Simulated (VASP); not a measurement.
# CeO2 (Fm-3m) in VASP: notebook, part 2 of 3

VASP 6.6.1.

### Step 3. Single point, PBE (13.19 Å³/atom)

This run uses another cell than the first one, of 13.19 Å³/atom.

File INCAR:

```
PREC = Accurate
ENCUT = 520
EDIFF = 1E-6
ISMEAR = 0
SIGMA = 0.01
LREAL = False
LASPH = True
NELM = 80
ALGO = Normal
ISIF = 2
LWAVE = False
LCHARG = False
GGA = PE
NBANDS = 19
```

File KPOINTS:

```
regular mesh
0
Gamma
  6 6 6
```

File POSCAR:

```
CeO2
1.0
    0.0000000000      2.7045938152      2.7045938152
    2.7045938152      0.0000000000      2.7045938152
    2.7045938152      2.7045938152      0.0000000000
Ce O
1 2
Direct
    0.0000000000      0.0000000000      0.0000000000
    0.2500000000      0.2500000000      0.2500000000
    0.7500000000      0.7500000000      0.7500000000
```

Potentials or basis: VASP PAW PBE potentials, release 64 (Ce, O).

The run is started by

```console
cat potpaw_PBE.64/Ce/POTCAR potpaw_PBE.64/O/POTCAR > POTCAR
mpirun -np 1 vasp_std > vasp.out
```

OUTCAR:

```text
PREC = Accurate
   ENCUT = 520
   EDIFF = 1E-6
   ISMEAR = 0
   LREAL = False
   LASPH = True
   NELM = 80
   ISIF = 2
   GGA = PE

 ion  position               nearest neighbor table
   1  0.000  0.000  0.000-   2 2.34   3 2.34   3 2.34   3 2.34   3 2.34   2 2.34   2 2.34   2 2.34

   2  0.250  0.250  0.250-   1 2.34   1 2.34   1 2.34   1 2.34
   3  0.750  0.750  0.750-   1 2.34   1 2.34   1 2.34   1 2.34

  LATTYP: Found a face centered cubic cell.
 ALAT       =     5.4091876304

  Lattice vectors:

 A1 = (   0.0000000000,   2.7045938152,   2.7045938152)
 A2 = (   2.7045938152,   0.0000000000,   2.7045938152)
 A3 = (   2.7045938152,   2.7045938152,   0.0000000000)

Analysis of symmetry for initial positions (statically):
=====================================================================
 Subroutine PRICEL returns:
 Original cell was already a primitive cell.

 Routine SETGRP: Setting up the symmetry group for a
 face centered cubic supercell.

 Subroutine GETGRP returns: Found 48 space group operations
 (whereof 48 operations were pure point group operations)
 out of a pool of 48 trial point group operations.

The static configuration has the point symmetry O_h .

Analysis of symmetry for dynamics (positions and initial velocities):
=====================================================================
 Subroutine PRICEL returns:
 Original cell was already a primitive cell.

 Routine SETGRP: Setting up the symmetry group for a
 face centered cubic supercell.

 Subroutine GETGRP returns: Found 48 space group operations
 (whereof 48 operations were pure point group operations)
 out of a pool of 48 trial point group operations.

The dynamic configuration has the point symmetry O_h .

 Subroutine INISYM returns: Found 48 space group operations
 (whereof 48 operations are pure point group operations),
 and found     1 'primitive' translations

----------------------------------------------------------------------------------------

                                     Primitive cell

  volume of cell :      39.5673

  direct lattice vectors                    reciprocal lattice vectors
     0.000000000  2.704593815  2.704593815    -0.184870644  0.184870644  0.184870644
     2.704593815  0.000000000  2.704593815     0.184870644 -0.184870644  0.184870644
     2.704593815  2.704593815  0.000000000     0.184870644  0.184870644 -0.184870644

  length of vectors
     3.824873254  3.824873254  3.824873254     0.320205348  0.320205348  0.320205348

  position of ions in fractional coordinates (direct lattice)
     0.000000000  0.000000000  0.000000000
     0.250000000  0.250000000  0.250000000
     0.750000000  0.750000000  0.750000000

  ion indices of the primitive-cell ions
   primitive index   ion index
                 1           1
                 2           2
                 3           3

----------------------------------------------------------------------------------------

 KPOINTS: regular mesh

Automatic generation of k-mesh.
 Grid dimensions read from file:
 generate k-points for:    6    6    6

 Generating k-lattice:

  Cartesian coordinates                     Fractional coordinates (reciprocal lattice)
    -0.030811774  0.030811774  0.030811774     0.166666667  0.000000000  0.000000000
     0.030811774 -0.030811774  0.030811774     0.000000000  0.166666667  0.000000000
     0.030811774  0.030811774 -0.030811774     0.000000000  0.000000000  0.166666667

  Length of vectors
     0.053367558  0.053367558  0.053367558

  Shift w.r.t. Gamma in fractional coordinates (k-lattice)
     0.000000000  0.000000000  0.000000000

 Subroutine IBZKPT returns following result:
 ===========================================

 Found     16 irreducible k-points:

 Following reciprocal coordinates:
            Coordinates               Weight
  0.000000  0.000000  0.000000      1.000000
  0.166667  0.000000  0.000000      8.000000
  0.333333  0.000000  0.000000      8.000000
  0.500000  0.000000  0.000000      4.000000
  0.166667  0.166667  0.000000      6.000000
  0.333333  0.166667  0.000000     24.000000
[... 8 lines left out ...]
 -0.333333  0.333333  0.166667     24.000000
 -0.333333  0.500000  0.166667     12.000000
   k-points           NKPTS =     16   k-points in BZ     NKDIM =     16   number of bands    NBANDS=     19
   number of dos      NEDOS =    301   number of ions     NIONS =      3
   total plane-waves  NPLWV =  21952
   dimension x,y,z NGX =    28 NGY =   28 NGZ =   28
   dimension x,y,z NGXF=    56 NGYF=   56 NGZF=   56
   ions per type =               1   2
   NGX,Y,Z   is equivalent  to a cutoff of  12.17, 12.17, 12.17 a.u.
   NGXF,Y,Z  is equivalent  to a cutoff of  24.34, 24.34, 24.34 a.u.
 SYSTEM =  unknown system
   PREC   = accura    normal or accurate (medium, high low for compatibility)
   ISTART =      0    job   : 0-new  1-cont  2-samecut
   ICHARG =      2    charge: 1-file 2-atom 10-const
   ISPIN  =      1    spin polarized calculation?
   LNONCOLLINEAR =      F non collinear calculations
   LSORBIT =      F    spin-orbit coupling
   LASPH  =      T    aspherical Exc in radial PAW
   ENCUT  =  520.0 eV  38.22 Ry    6.18 a.u.   7.11  7.11  7.11*2*pi/ulx,y,z
   NELM   =     80;   NELMIN=  2; NELMDL= -5     # of ELM steps
   EDIFF  = 0.1E-05   stopping-criterion for ELM
   LREAL  =      F    real-space projection
   EDIFFG = 0.1E-04   stopping-criterion for IOM
   NSW    =      0    number of steps for IOM
   IBRION =     -1    ionic relax: 0-MD 1-quasi-New 2-CG
   NFREE  =      0    steps in history (QN), initial steepest desc. (CG)
   ISIF   =      2    stress and relaxation
   ISYM   =      2    0-nonsym 1-usesym 2-fastsym
   POTIM  = 0.5000    time-step for ionic-motion
   TEBEG  =    0.0;   TEEND  =   0.0 temperature during run
   PSTRESS=    0.0 pullay stress
   NELECT =      24.0000    total number of electrons
   NUPDOWN=      -1.0000    fix difference up-down
   EMIN   =  10.00;   EMAX   =-10.00  energy-range for DOS
   EFERMI =   0.00;   METHOD = LEGACY
   ISMEAR =     0;   SIGMA  =   0.01  broadening in eV -4-tet -1-fermi 0-gaus
   EFERMI_NEDOS =   21; number of points for ismear=-14 and -15
   IALGO  =     38    algorithm
   IMIX   =      4    mixing-type and parameters
     AMIX     =   0.40;   BMIX     =  1.00
     AMIX_MAG =   1.60;   BMIX_MAG =  1.00
  volume/ion in A,a.u.               =      13.19        89.00
  Fermi-wavevector in a.u.,A,eV,Ry     =   1.385798  2.618778 26.129111  1.920435
  Thomas-Fermi vector in A             =   2.510174
   LORBIT       =      0    0 simple, 1 ext, 2 COOP (PROOUT), +10 PAW based schemes
   GGA     = PE    functional components
   LHFCALC =     F    Hartree Fock is set to
   AEXX    =    0.0000 exact exchange contribution
   IVDW    =     0    specifies the selected vdW correction
   LEPSILON=     F    determine dielectric tensor
   LRPA    =     F    only Hartree local field effects (RPA)
 non-spin polarized calculation
 Gauss-broadening in eV      SIGMA  =   0.01
  energy-cutoff  :      520.00
  volume of cell :       39.57
 maximum number of plane-waves:      1090
   NGX = 15   NGY = 15   NGZ = 15

 number of electron      23.9999995 magnetization

 Free energy of the ion-electron system (eV)
  ---------------------------------------------------
  ext. energy  EPLUGINS =         0.00000000
  ---------------------------------------------------
  free energy    TOTEN  =       -26.20731853 eV

  energy without entropy =      -26.20731853  energy(sigma->0) =      -26.20731853

 E-fermi :   5.3032     XC(G=0): -11.3314

 val. band max:        5.2448501000   @ k =   0.5000   0.3333   0.1667
 cond. band min:       7.3121065020   @ k =   0.5000   0.0000   0.0000
 fundamental gap:      2.0672564019
 Fermi energy:         5.3032163931

 k-point     1 :       0.0000    0.0000    0.0000
  band No.  band energies     occupation
      1     -27.0620      2.00000
      2     -10.9801      2.00000
      3     -10.0342      2.00000
      4      -9.2062      2.00000
      5      -9.2062      2.00000
      6      -9.2062      2.00000
[... 11 lines left out ...]
     18       8.3033      0.00000
     19       8.3033      0.00000
[... 309 lines left out ...]
 k-point    16 :      -0.3333    0.5000    0.1667
  band No.  band energies     occupation
      1     -26.7761      2.00000
      2     -13.0757      2.00000
      3     -12.0211      2.00000
      4      -9.8372      2.00000
      5      -8.3279      2.00000
      6      -6.7231      2.00000
[... 11 lines left out ...]
     18       7.8650      0.00000
     19       8.5426      0.00000

------------------------ aborting loop because EDIFF is reached ----------------------------------------

  FORCE on cell =-STRESS in cart. coord.  units (eV):
  Direction    XX          YY          ZZ          XY          YZ          ZX
  --------------------------------------------------------------------------------------
  -------------------------------------------------------------------------------------
  Total        1.3898486      1.3898486      1.3898486      0.0000000      0.0000000      0.0000000
  in kB       56.2784258     56.2784258     56.2784258      0.0000000      0.0000000      0.0000000
  external PRESSURE =      56.2784258 kB  Pullay stress =       0.0000000 kB

 VOLUME and BASIS-vectors are now :
 -----------------------------------------------------------------------------
  energy-cutoff  :      520.00
  volume of cell :       39.57
      direct lattice vectors                 reciprocal lattice vectors
     0.000000000  2.704593815  2.704593815    -0.184870644  0.184870644  0.184870644
     2.704593815  0.000000000  2.704593815     0.184870644 -0.184870644  0.184870644
     2.704593815  2.704593815  0.000000000     0.184870644  0.184870644 -0.184870644

 POSITION                                       TOTAL-FORCE (eV/Angst)
 -----------------------------------------------------------------------------------
      0.00000      0.00000      0.00000        -0.000000     -0.000000      0.000000
      1.35230      1.35230      1.35230        -0.000000     -0.000000     -0.000000
      4.05689      4.05689      4.05689         0.000000      0.000000      0.000000
 -----------------------------------------------------------------------------------
    total drift:                                0.000000      0.000000      0.000000

  FREE ENERGIE OF THE ION-ELECTRON SYSTEM (eV)
  ---------------------------------------------------
  free  energy   TOTEN  =       -26.2073185289 eV

  energy  without entropy=      -26.2073185289  energy(sigma->0) =      -26.20731853
```

OSZICAR:

```text
N       E                     dE             d eps       ncg     rms          rms(c)
DAV:   1     0.232970359351E+03    0.23297E+03   -0.11276E+04   616   0.164E+03
DAV:   2     0.533331608106E+01   -0.22764E+03   -0.20062E+03   789   0.294E+02
DAV:   3    -0.305303829304E+02   -0.35864E+02   -0.33369E+02   718   0.144E+02
[... 11 lines left out ...]
DAV:  15    -0.262075872388E+02    0.15223E-02   -0.17968E-03   656   0.623E-01    0.274E-01
DAV:  16    -0.262073439504E+02    0.24329E-03   -0.55176E-04   966   0.264E-01    0.103E-01
DAV:  17    -0.262073224183E+02    0.21532E-04   -0.44841E-05   753   0.768E-02    0.513E-02
DAV:  18    -0.262073183312E+02    0.40871E-05   -0.15007E-05  1018   0.405E-02    0.643E-03
DAV:  19    -0.262073185289E+02   -0.19765E-06   -0.86576E-07   416   0.725E-03
   1 F= -.26207319E+02 E0= -.26207319E+02  d E =-.100584E-17
```

It took 55 s on 1 thread of Intel Xeon 8259CL, shared host; peak memory 0.17 GiB.

Results:

```
Free energy            : -26.2073 eV
Pressure               : 5.6 GPa
Band gap on the k mesh : 2.07 eV (least direct gap 2.14 eV)
```

Levels at points of the mesh, in eV from the valence-band top:
```
           k point  band 10  band 11  band 12  band 13  band 14  band 15
(0.00, 0.00, 0.00)    -0.51    -0.51    -0.51     2.40     2.40     2.40
(0.50, 0.00, 0.00)    -1.10    -0.69    -0.69     2.07     2.25     2.25
(0.50, 0.50, 0.00)    -0.69    -0.69    -0.52     2.11     2.21     2.21
```

Caveat: the cell stands under pressure; spin-orbit coupling is left out, which moves the levels of the heavy elements.

### Step 4. Single point, PBE

This run uses another cell than the first one, of 13.60 Å³/atom.

File INCAR:

```
SYSTEM = CeO2
PREC = Accurate
ENCUT = 520
EDIFF = 1E-7
ISMEAR = 0
SIGMA = 0.01
LREAL = .False.
LASPH = .True.
NELM = 100
ALGO = Normal
ISIF = 2
LWAVE = .False.
LCHARG = .True.
GGA = PE
LELF = .True.
LVHAR = .True.
NBANDS = 19
```

File KPOINTS:

```
Automatic mesh
0
Gamma
  6 6 6
  0 0 0
```

File POSCAR:

```
CeO2
1.0
    0.0000000000      2.7321936175      2.7321936175
    2.7321936175      0.0000000000      2.7321936175
    2.7321936175      2.7321936175      0.0000000000
Ce O
1 2
Direct
    0.0000000000      0.0000000000      0.0000000000
    0.2500000000      0.2500000000      0.2500000000
    0.7500000000      0.7500000000      0.7500000000
```

The run is started by

```console
cat potpaw_PBE.64/Ce/POTCAR potpaw_PBE.64/O/POTCAR > POTCAR
mpirun -np 1 vasp_std > vasp.out
```

It took 47 s on 1 thread of Intel Xeon 8259CL, shared host; peak memory 0.18 GiB.

Results (log left out):

* Free energy: -26.2301 eV
* Pressure: -0.1 GPa
* Band gap on the k mesh: 1.97 eV (least direct gap 2.04 eV)

Levels at points of the mesh, in eV from the valence-band top:
```csv
k point,band 10,band 11,band 12,band 13,band 14,band 15
"(0.00, 0.00, 0.00)",-0.46,-0.46,-0.46,2.28,2.28,2.28
"(0.50, 0.00, 0.00)",-1.07,-0.67,-0.67,1.97,2.14,2.14
"(0.50, 0.50, 0.00)",-0.63,-0.63,-0.47,2.01,2.10,2.10
```

Caveat: spin-orbit coupling is left out, which moves the levels of the heavy elements.

[end of part 2 of 3]
